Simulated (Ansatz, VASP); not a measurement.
# Al2Cu3 in VASP and in Ansatz

```xyz
10
Lattice="2.7435 0.0000 0.0000 -1.3718 2.3760 0.0000 0.0000 0.0000 20.4622" Properties=species:S:1:pos:R:3 pbc="T T T"
Al    1.3718    0.7920   14.2692
Al    1.3718    0.7920   18.4015
Al    1.3718    0.7920    2.0607
Al    1.3718    0.7920    6.1929
Cu    0.0000    1.5840   12.2560
Cu    0.0000    1.5840   16.3487
Cu    0.0000    1.5840    0.0000
Cu    0.0000    1.5840    4.1134
Cu    0.0000    1.5840    8.2062
Cu    1.3718    0.7920   10.2311
```

Alike in both runs: functional PBE; k mesh 18 × 18 × 2; occupations gaussian, width 0.1 eV; no spin polarisation.

Ansatz relaxed the structure, and its values are those at the end. VASP's run is a single point on that final structure, the one shown.

```csv
,VASP,Ansatz
version,VASP 6.6.1,Ansatz 0.2.0
potentials or method,"VASP PAW PBE potentials, release 64 (Al, Cu), cutoff 520 eV","scalar-relativistic, plane waves, PAW"
valence electrons in the cell,78,126
```

Ansatz gave:

```
gap on the k mesh at the Fermi level (eV) : none
pressure (GPa)                            : 0.0
rms of the force components (eV/Å)        : 0.000
```

Problem. Which values does VASP return?

Solution. gap on the k mesh at the Fermi level (eV): none; pressure (GPa): 0.3; rms of the force components (eV/Å): 0.003.

A gap of «none» marks a metal or a gap that the smearing closes. The functional is the same, so the differences come from potentials, cutoffs and numerics. VASP's potentials hold 78 valence electrons a cell and Ansatz's 126, so a difference there can come from the potentials and not from the codes.
